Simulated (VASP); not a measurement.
Write the native input for VASP 6.6.1 that does the following.

```
Task                   : single point
Functional             : PBEsol
Potentials or basis    : VASP PAW PBE potentials, release 64 (Sb)
Cutoff                 : 520 eV
k mesh                 : 9 × 9 × 9
Occupations            : fermi-dirac, width 0.05 eV
Spin                   : no spin polarisation
Dipole correction      : no
Further INCAR settings : ALGO = Normal; EDIFF = 1e-07; NBANDS = 8
```

The structure of Sb lies in POSCAR:

```
Sb
1.0
    3.1387913073      0.0000000000      0.0000000000
    0.0000000000      3.1387913073      0.0000000000
    0.0000000000      0.0000000000      3.1387913073
Sb
1
Direct
    0.0000000000      0.0000000000      0.0000000000
```

The input as run:

INCAR

```
PREC = Accurate ; ENCUT = 520
EDIFF = 1E-7 ; ISMEAR = -1
SIGMA = 0.05 ; LREAL = F
LASPH = T ; NELM = 60
ALGO = Normal ; ISIF = 2
LWAVE = F ; LCHARG = F
GGA = PS ; NBANDS = 8
```

KPOINTS

```
regular mesh
0
Gamma
  9 9 9
```

Potentials or basis: VASP PAW PBE potentials, release 64 (Sb).

Command:

```bash
$ cat potpaw_PBE.64/Sb/POTCAR > POTCAR
$ mpirun -np 1 vasp_std > vasp.out
```

It gave:

```yaml
Pressure: -4.1 GPa
```

Caveat: the PAW data sets were made with another functional, which shifts forces and pressure a little.

It took 6.5 s on 1 thread of Intel Xeon 8259CL, with other jobs on the host, peak memory 0.14 GiB.
